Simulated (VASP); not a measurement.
# GeCN2 (R-3m) in VASP: further runs

GeCN2 is run at these levels: PBEsol, LDA; tasks: single point.

Program: VASP 6.6.1. These are calculated values, not measurements. Logs are shortened: lines on timing, memory, paths and dates and some standing lists are left out, and cuts for length are marked.

## Step 1: The cell of the first run

Symmetry: R-3m, No. 166, trigonal system. Conventional cell: a = 3.611 Å, b = 3.611 Å, c = 14.864 Å, α = 90.00°, β = 90.00°, γ = 120.00°. Within 3.3 Å of Ge (site symmetry -3m) lie 6 N at 2.42 Å and 6 C at 3.24 Å. N (site symmetry 3m) has 1 C at 1.25 Å within 1.7 Å. C (site symmetry -3m) has 2 N at 1.25 Å within 1.7 Å.

## Step 2: Single point, PBEsol

INCAR

```
SYSTEM = GeCN2
ALGO = Normal
EDIFF = 1E-6
ENCUT = 520
GGA = PS
ISIF = 2
ISMEAR = -1
LASPH = .True.
LCHARG = .False.
LREAL = .False.
LWAVE = .False.
NBANDS = 22
NELM = 80
PREC = Accurate
SIGMA = 0.05
```

KPOINTS

```
k-points
0
Gamma
  9 9 9
  0 0 0
```

POSCAR

```
GeCN2
1.0
    1.8056701223      1.0425041312      4.9545539055
   -1.8056701223      1.0425041312      4.9545539055
    0.0000000000     -2.0850082624      4.9545539055
Ge N C
1 2 1
Direct
    0.0000000000      0.0000000000      0.0000000000
    0.5839044000      0.5839044000      0.5839044000
    0.4160956000      0.4160956000      0.4160956000
    0.5000000000      0.5000000000      0.5000000000
```

Potentials or basis: VASP PAW PBE potentials, release 64 (Ge_d, N, C).

On the command line:

```
$ cat potpaw_PBE.64/Ge_d/POTCAR potpaw_PBE.64/N/POTCAR potpaw_PBE.64/C/POTCAR > POTCAR
$ mpirun -np 1 vasp_std > vasp.out
```

OUTCAR:

```text
SYSTEM = GeCN2
   EDIFF = 1E-6
   ENCUT = 520
   GGA = PS
   ISIF = 2
   ISMEAR = -1
   LASPH = .True.
   LREAL = .False.
   NELM = 80
   PREC = Accurate

 ion  position               nearest neighbor table
   1  0.000  0.000  0.000-
   2  0.584  0.584  0.584-   4 1.25
   3  0.416  0.416  0.416-   4 1.25
   4  0.500  0.500  0.500-   2 1.25   3 1.25

  LATTYP: Found a trigonal (rhomboedric) cell.
 ALAT       =     5.3753942978
 COS(alpha) =     0.7743235887

  Lattice vectors:

 A1 = (   1.8056701223,   1.0425041312,   4.9545539055)
 A2 = (  -1.8056701223,   1.0425041312,   4.9545539055)
 A3 = (   0.0000000000,  -2.0850082624,   4.9545539055)

Analysis of symmetry for initial positions (statically):
=====================================================================
 Subroutine PRICEL returns:
 Original cell was already a primitive cell.

 Routine SETGRP: Setting up the symmetry group for a
 trigonal (rhombohedral) supercell.

 Subroutine GETGRP returns: Found 12 space group operations
 (whereof 12 operations were pure point group operations)
 out of a pool of 12 trial point group operations.

The static configuration has the point symmetry D_3d.

Analysis of symmetry for dynamics (positions and initial velocities):
=====================================================================
 Subroutine PRICEL returns:
 Original cell was already a primitive cell.

 Routine SETGRP: Setting up the symmetry group for a
 trigonal (rhombohedral) supercell.

 Subroutine GETGRP returns: Found 12 space group operations
 (whereof 12 operations were pure point group operations)
 out of a pool of 12 trial point group operations.

The dynamic configuration has the point symmetry D_3d.

 Subroutine INISYM returns: Found 12 space group operations
 (whereof 12 operations are pure point group operations),
 and found     1 'primitive' translations

----------------------------------------------------------------------------------------

                                     Primitive cell

  volume of cell :      55.9593

  direct lattice vectors                    reciprocal lattice vectors
     1.805670122  1.042504131  4.954553906     0.276905507  0.159871469  0.067278173
    -1.805670122  1.042504131  4.954553906    -0.276905507  0.159871469  0.067278173
     0.000000000 -2.085008262  4.954553906     0.000000000 -0.319742938  0.067278173

  length of vectors
     5.375394298  5.375394298  5.375394298     0.326744393  0.326744393  0.326744393

  position of ions in fractional coordinates (direct lattice)
     0.000000000  0.000000000  0.000000000
     0.583904400  0.583904400  0.583904400
     0.416095600  0.416095600  0.416095600
     0.500000000  0.500000000  0.500000000

  ion indices of the primitive-cell ions
   primitive index   ion index
                 1           1
                 2           2
                 3           3
                 4           4

----------------------------------------------------------------------------------------

 KPOINTS: k-points

Automatic generation of k-mesh.
 Grid dimensions read from file:
 generate k-points for:    9    9    9

 Generating k-lattice:

  Cartesian coordinates                     Fractional coordinates (reciprocal lattice)
     0.030767279  0.017763497  0.007475353     0.111111111 -0.000000000  0.000000000
    -0.030767279  0.017763497  0.007475353    -0.000000000  0.111111111  0.000000000
     0.000000000 -0.035526993  0.007475353     0.000000000  0.000000000  0.111111111

  Length of vectors
     0.036304933  0.036304933  0.036304933

  Shift w.r.t. Gamma in fractional coordinates (k-lattice)
     0.000000000  0.000000000  0.000000000

 Subroutine IBZKPT returns following result:
 ===========================================

 Found     85 irreducible k-points:

 Following reciprocal coordinates:
            Coordinates               Weight
  0.000000  0.000000  0.000000      1.000000
  0.111111 -0.000000 -0.000000      6.000000
  0.222222  0.000000  0.000000      6.000000
  0.333333  0.000000  0.000000      6.000000
  0.444444  0.000000  0.000000      6.000000
  0.111111  0.111111 -0.000000      6.000000
[... 16 lines left out ...]
 -0.333333  0.333333  0.000000      6.000000
  0.444444  0.444444  0.000000      6.000000
 [... further k-points ...]
   k-points           NKPTS =     85   k-points in BZ     NKDIM =     85   number of bands    NBANDS=     22
   number of dos      NEDOS =    301   number of ions     NIONS =      4
   total plane-waves  NPLWV =  64000
   dimension x,y,z NGX =    40 NGY =   40 NGZ =   40
   dimension x,y,z NGXF=    80 NGYF=   80 NGZF=   80
   ions per type =               1   2   1
   NGX,Y,Z   is equivalent  to a cutoff of  12.37, 12.37, 12.37 a.u.
   NGXF,Y,Z  is equivalent  to a cutoff of  24.74, 24.74, 24.74 a.u.
 SYSTEM =  GeCN2
   PREC   = accura    normal or accurate (medium, high low for compatibility)
   ISTART =      0    job   : 0-new  1-cont  2-samecut
   ICHARG =      2    charge: 1-file 2-atom 10-const
   ISPIN  =      1    spin polarized calculation?
   LNONCOLLINEAR =      F non collinear calculations
   LSORBIT =      F    spin-orbit coupling
   LASPH  =      T    aspherical Exc in radial PAW
   ENCUT  =  520.0 eV  38.22 Ry    6.18 a.u.   9.99  9.99  9.99*2*pi/ulx,y,z
   NELM   =     80;   NELMIN=  2; NELMDL= -5     # of ELM steps
   EDIFF  = 0.1E-05   stopping-criterion for ELM
   LREAL  =      F    real-space projection
   EDIFFG = 0.1E-04   stopping-criterion for IOM
   NSW    =      0    number of steps for IOM
   IBRION =     -1    ionic relax: 0-MD 1-quasi-New 2-CG
   NFREE  =      0    steps in history (QN), initial steepest desc. (CG)
   ISIF   =      2    stress and relaxation
   ISYM   =      2    0-nonsym 1-usesym 2-fastsym
   POTIM  = 0.5000    time-step for ionic-motion
   TEBEG  =    0.0;   TEEND  =   0.0 temperature during run
   PSTRESS=    0.0 pullay stress
   NELECT =      28.0000    total number of electrons
   NUPDOWN=      -1.0000    fix difference up-down
   EMIN   =  10.00;   EMAX   =-10.00  energy-range for DOS
   EFERMI =   0.00;   METHOD = LEGACY
   ISMEAR =    -1;   SIGMA  =   0.05  broadening in eV -4-tet -1-fermi 0-gaus
   EFERMI_NEDOS =   21; number of points for ismear=-14 and -15
   IALGO  =     38    algorithm
   IMIX   =      4    mixing-type and parameters
     AMIX     =   0.40;   BMIX     =  1.00
     AMIX_MAG =   1.60;   BMIX_MAG =  1.00
  volume/ion in A,a.u.               =      13.99        94.41
  Fermi-wavevector in a.u.,A,eV,Ry     =   1.299681  2.456041 22.982570  1.689171
  Thomas-Fermi vector in A             =   2.430929
   LORBIT       =      0    0 simple, 1 ext, 2 COOP (PROOUT), +10 PAW based schemes
   GGA     = PS    functional components
   LHFCALC =     F    Hartree Fock is set to
   AEXX    =    0.0000 exact exchange contribution
   IVDW    =     0    specifies the selected vdW correction
   LEPSILON=     F    determine dielectric tensor
   LRPA    =     F    only Hartree local field effects (RPA)
 non-spin polarized calculation
  energy-cutoff  :      520.00
  volume of cell :       55.96
 maximum number of plane-waves:      1527
   NGX = 19   NGY = 19   NGZ = 19

 number of electron      28.0000001 magnetization

 Free energy of the ion-electron system (eV)
  ---------------------------------------------------
  ext. energy  EPLUGINS =         0.00000000
  ---------------------------------------------------
  free energy    TOTEN  =       -30.56709682 eV

  energy without entropy =      -30.56709634  energy(sigma->0) =      -30.56709658

 E-fermi :   3.7547     XC(G=0):  -9.8233

 val. band max:        3.1866811321   @ k =  -0.4444  -0.4444   0.2222
 cond. band min:       4.2327798009   @ k =   0.4444   0.4444   0.4444
 fundamental gap:      1.0460986688
 Fermi energy:         3.7546572855

 k-point     1 :       0.0000    0.0000    0.0000
  band No.  band energies     occupation
      1     -21.4267      2.00000
      2     -21.4215      2.00000
      3     -21.4215      2.00000
      4     -21.4132      2.00000
      5     -21.4132      2.00000
      6     -15.8112      2.00000
[... 14 lines left out ...]
     21      12.9839      0.00000
     22      13.8463      0.00000

 k-point     2 :       0.1111   -0.0000   -0.0000
  band No.  band energies     occupation
      1     -21.4258      2.00000
      2     -21.4220      2.00000
      3     -21.4197      2.00000
      4     -21.4147      2.00000
      5     -21.4135      2.00000
      6     -15.7732      2.00000
[... 14 lines left out ...]
     21      12.5369      0.00000
     22      13.4053      0.00000

 k-point     3 :       0.2222    0.0000    0.0000
  band No.  band energies     occupation
      1     -21.4265      2.00000
      2     -21.4209      2.00000
      3     -21.4177      2.00000
      4     -21.4150      2.00000
      5     -21.4142      2.00000
      6     -15.6751      2.00000
[... 14 lines left out ...]
     21      11.4000      0.00000
     22      14.1313      0.00000

 k-point     4 :       0.3333    0.0000    0.0000
  band No.  band energies     occupation
      1     -21.4302      2.00000
      2     -21.4217      2.00000
      3     -21.4163      2.00000
      4     -21.4151      2.00000
      5     -21.4096      2.00000
      6     -15.5592      2.00000
[... 14 lines left out ...]
     21      11.5296      0.00000
     22      14.6049      0.00000

 k-point     5 :       0.4444    0.0000    0.0000
  band No.  band energies     occupation
      1     -21.4332      2.00000
      2     -21.4231      2.00000
      3     -21.4156      2.00000
      4     -21.4140      2.00000
      5     -21.4061      2.00000
      6     -15.4809      2.00000
[... 417 lines left out ...]
 k-point    22 :      -0.4444    0.3333   -0.0000
  band No.  band energies     occupation
      1     -21.4278      2.00000
      2     -21.4199      2.00000
      3     -21.4190      2.00000
      4     -21.4156      2.00000
      5     -21.4100      2.00000
      6     -15.4100      2.00000
[... 14 lines left out ...]
     21      13.2020      0.00000
     22      14.2175      0.00000

 k-point    23 :      -0.3333    0.3333    0.0000
  band No.  band energies     occupation
      1     -21.4236      2.00000
      2     -21.4229      2.00000
      3     -21.4165      2.00000
      4     -21.4145      2.00000
      5     -21.4144      2.00000
      6     -15.4059      2.00000
[... 14 lines left out ...]
     21      13.0793      0.00000
     22      13.7068      0.00000

 k-point    24 :       0.4444    0.4444    0.0000
  band No.  band energies     occupation
      1     -21.4339      2.00000
      2     -21.4235      2.00000
      3     -21.4155      2.00000
      4     -21.4139      2.00000
      5     -21.4061      2.00000
      6     -15.4249      2.00000
[... 14 lines left out ...]
     21      12.1442      0.00000
     22      15.0865      0.00000

 [... further k-points ...]

------------------------ aborting loop because EDIFF is reached ----------------------------------------

  FORCE on cell =-STRESS in cart. coord.  units (eV):
  Direction    XX          YY          ZZ          XY          YZ          ZX
  --------------------------------------------------------------------------------------
  -------------------------------------------------------------------------------------
  Total       -1.4808259     -1.4808259     -2.8026722      0.0000000     -0.0000000      0.0000000
  in kB      -42.3977283    -42.3977283    -80.2436886      0.0000000     -0.0000000      0.0000000
  external PRESSURE =     -55.0130484 kB  Pullay stress =       0.0000000 kB

 VOLUME and BASIS-vectors are now :
 -----------------------------------------------------------------------------
  energy-cutoff  :      520.00
  volume of cell :       55.96
      direct lattice vectors                 reciprocal lattice vectors
     1.805670122  1.042504131  4.954553906     0.276905507  0.159871469  0.067278173
    -1.805670122  1.042504131  4.954553906    -0.276905507  0.159871469  0.067278173
     0.000000000 -2.085008262  4.954553906     0.000000000 -0.319742938  0.067278173

 POSITION                                       TOTAL-FORCE (eV/Angst)
 -----------------------------------------------------------------------------------
      0.00000      0.00000      0.00000         0.000000      0.000000     -0.000000
      0.00000      0.00000      8.67896        -0.000000      0.000000     -0.370579
      0.00000      0.00000      6.18470        -0.000000      0.000000      0.370579
      0.00000      0.00000      7.43183        -0.000000     -0.000000     -0.000000
 -----------------------------------------------------------------------------------
    total drift:                               -0.000000      0.000000     -0.000000

  FREE ENERGIE OF THE ION-ELECTRON SYSTEM (eV)
  ---------------------------------------------------
  free  energy   TOTEN  =       -30.5670968157 eV

  energy  without entropy=      -30.5670963439  energy(sigma->0) =      -30.56709658
```

Wall time 4.1 min (1 thread of Intel Xeon 8259CL, shared host); peak memory 0.3 GiB.

Results:

- Free energy: -30.5671 eV
- Pressure: -5.5 GPa
- Largest force: 0.371 eV/Å
- Band gap on the k mesh: 1.05 eV (least direct gap 1.89 eV)

Forces on the atoms (eV/Å):
```
Ge   0.000  0.000  0.000
N    0.000  0.000 -0.371
N    0.000  0.000  0.371
C    0.000  0.000  0.000
```

Stress tensor (GPa, compression positive):
```
-4.24  0.00  0.00
 0.00 -4.24  0.00
 0.00  0.00 -8.02
```

Caveat: the cell stands under tension; the PAW data sets were made with another functional, which shifts forces and pressure a little. A k mesh can miss the band edges.

## Step 3: Single point, LDA

This run uses another cell than the first one, of 14.26 Å³/atom.

INCAR

```
SYSTEM = GeCN2
PREC = Accurate
ENCUT = 520
EDIFF = 1E-6
ISMEAR = -1
SIGMA = 0.05
LREAL = .False.
LASPH = .True.
NELM = 80
ALGO = Normal
ISIF = 2
LWAVE = .False.
LCHARG = .True.
GGA = CA
LELF = .True.
LVHAR = .True.
NBANDS = 22
```

KPOINTS

```
Automatic mesh
0
Gamma
  9 9 9
  0 0 0
```

POSCAR

```
GeCN2
1.0
    1.8173955815      1.0492738282      4.9867272349
   -1.8173955815      1.0492738282      4.9867272349
    0.0000000000     -2.0985476564      4.9867272349
Ge N C
1 2 1
Direct
    0.0000000000      0.0000000000      0.0000000000
    0.5839044000      0.5839044000      0.5839044000
    0.4160956000      0.4160956000      0.4160956000
    0.5000000000      0.5000000000      0.5000000000
```

Potentials or basis: VASP PAW LDA potentials, release 64 (Ge_d, N, C).

On the command line:

```
$ cat potpaw_LDA.64/Ge_d/POTCAR potpaw_LDA.64/N/POTCAR potpaw_LDA.64/C/POTCAR > POTCAR
$ mpirun -np 1 vasp_std > vasp.out
```

Run time: 3.8 min. Hardware: 1 thread of Intel Xeon 8259CL, shared host; peak memory 0.26 GiB.

It converged, with:

| Property | Result |
| --- | --- |
| Free energy | -32.0500 eV |
| Pressure | -10.8 GPa |
| Largest force | 1.250 eV/Å |
| Band gap on the k mesh | 1.04 eV (least direct gap 1.88 eV) |

Forces on the atoms (eV/Å):
```
Ge   0.000  0.000  0.000
N    0.000  0.000 -1.250
N    0.000  0.000  1.250
C    0.000  0.000  0.000
```

Stress tensor (GPa, compression positive):
```
 -7.20   0.00   0.00
  0.00  -7.20   0.00
  0.00   0.00 -17.97
```

Levels at points of the mesh, in eV from the valence-band top:
| k point | band 10 | band 11 | band 12 | band 13 | band 14 | band 15 | band 16 | band 17 | band 18 | band 19 |
| --- | --- | --- | --- | --- | --- | --- | --- | --- | --- | --- |
| (0.00, 0.00, 0.00) | -4.86 | -4.86 | -2.15 | -1.66 | -1.66 | 2.47 | 3.20 | 3.20 | 4.77 | 7.07 |

Caveat: the stress differs along the axes, from -18 to -7 GPa; forces of over 1 eV/Å act on the atoms, so gaps and moduli don't describe the material at rest. A k mesh can miss the band edges.
